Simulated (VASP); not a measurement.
ZrB2: single point with PBEsol

The system is ZrB2.

```
CELL_PARAMETERS angstrom
3.06020 0.00000 0.00000
-1.53010 2.65021 0.00000
0.00000 0.00000 3.50674
ATOMIC_POSITIONS crystal
Zr 0.00000 0.00000 0.00000
B 0.33333 0.66667 0.50000
B 0.66667 0.33333 0.50000
```

```
Program                : VASP 6.6.1
Task                   : single point
Functional             : PBEsol
Potentials or basis    : VASP PAW PBE potentials, release 64 (Zr_sv, B)
Cutoff                 : 520 eV
k mesh                 : 15 × 15 × 12
Occupations            : gaussian, width 0.15 eV
Spin                   : no spin polarisation
Dipole correction      : no
Further INCAR settings : ALGO = Normal; EDIFF = 1e-06; NBANDS = 16
```

```yaml
Pressure: 18.0 GPa
Band_gap_on_the_k_mesh: zero (band 9 reaches 12.04 eV, above the bottom of band 10 at 11.01 eV)
```

Stress tensor (GPa, compression positive):
```
22.37  0.00  0.00
 0.00 22.37  0.00
 0.00  0.00  9.36
```

Levels at points of the mesh, in eV from the Fermi level:
| k point | band 6 | band 7 | band 8 | band 9 | band 10 | band 11 | band 12 | band 13 |
| --- | --- | --- | --- | --- | --- | --- | --- | --- |
| (0.00, 0.00, 0.00) | -2.83 | -2.52 | -2.52 | -2.44 | 3.83 | 3.83 | 4.41 | 4.41 |
| (0.00, 0.00, 0.50) | -7.14 | -0.79 | -0.79 | 0.67 | 0.67 | 0.89 | 0.89 | 1.56 |

Run time: 41 s on 1 thread of AMD EPYC 9R45 96-Core Processor (Zen 5), on a shared host, peak memory 0.17 GiB.

Caveat: the PAW data sets were made with another functional, which shifts forces and pressure a little.
